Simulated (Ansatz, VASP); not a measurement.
## P: VASP beside Ansatz

POSCAR

```
P
1.0
    3.3430000000      0.0000000000      0.0000000000
   -1.6715000000      2.8951229249      0.0000000000
    0.0000000000      0.0000000000     28.0000000000
P
2
Direct
    0.3333333333      0.6666666667      0.5093571429
    0.6666666667      0.3333333333      0.4906428571
```

File INCAR.step1:

```
SYSTEM = P
  ALGO = Normal
  DIPOL = 0.5 0.5 0.500
  EDIFF = 1E-4
  ENCUT = 520
  GGA = PE
  IDIPOL = 3
  ISMEAR = 0
  LASPH = .TRUE.
  LCHARG = .FALSE.
  LDIPOL = .TRUE.
  LREAL = .FALSE.
  LWAVE = .TRUE.
  NBANDS = 12
  NELM = 60
  PREC = Accurate
  SIGMA = 0.02
```

The input INCAR.step2:

```
SYSTEM = P
  ALGO = Normal
  DIPOL = 0.5 0.5 0.500
  EDIFF = 1E-6
  ENCUT = 520
  IDIPOL = 3
  ISIF = 2
  ISMEAR = 0
  ISTART = 1
  LASPH = .TRUE.
  LCHARG = .TRUE.
  LDIPOL = .TRUE.
  LELF = .TRUE.
  LMIXTAU = .TRUE.
  LREAL = .FALSE.
  LVACPOTAV = .TRUE.
  LVHAR = .TRUE.
  LWAVE = .FALSE.
  METAGGA = R2SCAN
  NBANDS = 12
  NELM = 60
  PREC = Accurate
  SIGMA = 0.02
```

Contents of KPOINTS:

```
k-points
0
G
  9 9 1
  0 0 0
```

Input for Ansatz:

```yaml
crystal:
  lattice:
    - [3.343, 0.0, 0.0]
    - [-1.6715, 2.8951229249, 0.0]
    - [0.0, 0.0, 28.0]
  atoms:
    - { symbol: P, position: [0.3333333333, 0.6666666667, 0.5093571429] }
    - { symbol: P, position: [0.6666666667, 0.3333333333, 0.4906428571] }
  periodic: [true, true, false]
basis:
  ecutwfc: 500
kpoints:
  mp_grid: { grid: [9, 9, 1] }
hamiltonian:
  xc: r2scan
scf:
  occupations: { method: gaussian, width: 0.02 }
output:
  forces: true
  stress: true
  eigenvalues: true
```

Alike in both runs: task single point; functional r2SCAN; k mesh 9 × 9 × 1; occupations gaussian, width 0.02 eV; no spin polarisation.

```csv
,VASP,Ansatz
version,VASP 6.6.1,Ansatz 0.2.0
potentials or method,"VASP PAW PBE potentials, release 64 (P), cutoff 520 eV","scalar-relativistic, plane waves, PAW"
valence electrons in the cell,10,10
```

Ansatz gave:

* gap on the k mesh at the Fermi level (eV): none
* rms of the force components (eV/Å): 1.988
* work function, face that differs most (eV): 4.15

Estimate VASP's values.

gap on the k mesh at the Fermi level (eV): none; rms of the force components (eV/Å): 1.976; work function, face that differs most (eV): 4.16.

VASP's potentials were made for PBE, not for r2SCAN. Atom by atom the forces differ by 0.012 eV/Å (rms over components). A gap of «none» marks a metal or a gap that the smearing closes.
